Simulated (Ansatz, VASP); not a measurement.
## Zn: VASP beside Ansatz

The input INCAR:

```
SYSTEM = Zn
  PREC = Accurate
  ENCUT = 600
  EDIFF = 1E-6
  ISMEAR = -1
  SIGMA = 0.05
  LREAL = .FALSE.
  LASPH = .TRUE.
  NELM = 60
  ALGO = Normal
  ISIF = 3
  LWAVE = .FALSE.
  LCHARG = .FALSE.
  GGA = PE
  IBRION = 2
  NSW = 60
  EDIFFG = -0.005
```

KPOINTS

```
regular mesh
0
G
  18 18 18
  0 0 0
```

Contents of POSCAR:

```
Zn
1.0
    0.0000000000      1.9641097993      1.9641097993
    1.9641097993      0.0000000000      1.9641097993
    1.9641097993      1.9641097993      0.0000000000
Zn
1
Direct
    0.0000000000      0.0000000000      0.0000000000
```

Input for Ansatz:

```yaml
crystal:
  lattice:
    - [0.0, 1.9641097993, 1.9641097993]
    - [1.9641097993, 0.0, 1.9641097993]
    - [1.9641097993, 1.9641097993, 0.0]
  atoms:
    - { symbol: Zn, position: [0.0, 0.0, 0.0] }
kpoints:
  mp_grid: { grid: [18, 18, 18] }
scf:
  occupations: { method: fermi_dirac, width: 0.05 }
hamiltonian:
  xc: pbe
  pseudopotentials: { kind: paw }
output:
  forces: true
  stress: true
relax:
  f_tol: 0.005
  max_steps: 40
  cell: {}
```

Alike in both runs: task relaxation of cell and atoms; functional PBE; k mesh 18 × 18 × 18; occupations fermi-dirac, width 0.05 eV; no spin polarisation.

|  | VASP | Ansatz |
| --- | --- | --- |
| version | VASP 6.6.1 | Ansatz 0.2.0 |
| potentials or method | VASP PAW PBE potentials, release 64 (Zn) | PAW with Ansatz's default frozen-core files, scalar-relativistic |
| plane-wave cutoff (eV) | 600 | 420 |
| valence electrons in the cell | 12 | 12 |

VASP gave:

```
relaxed volume (Å³/atom)                                     : 15.22
relaxed cell length with the largest relative difference (Å) : 2.782
```

Which values does Ansatz return?

Relaxed volume (Å³/atom): 15.15; relaxed cell length with the largest relative difference (Å): 2.778.
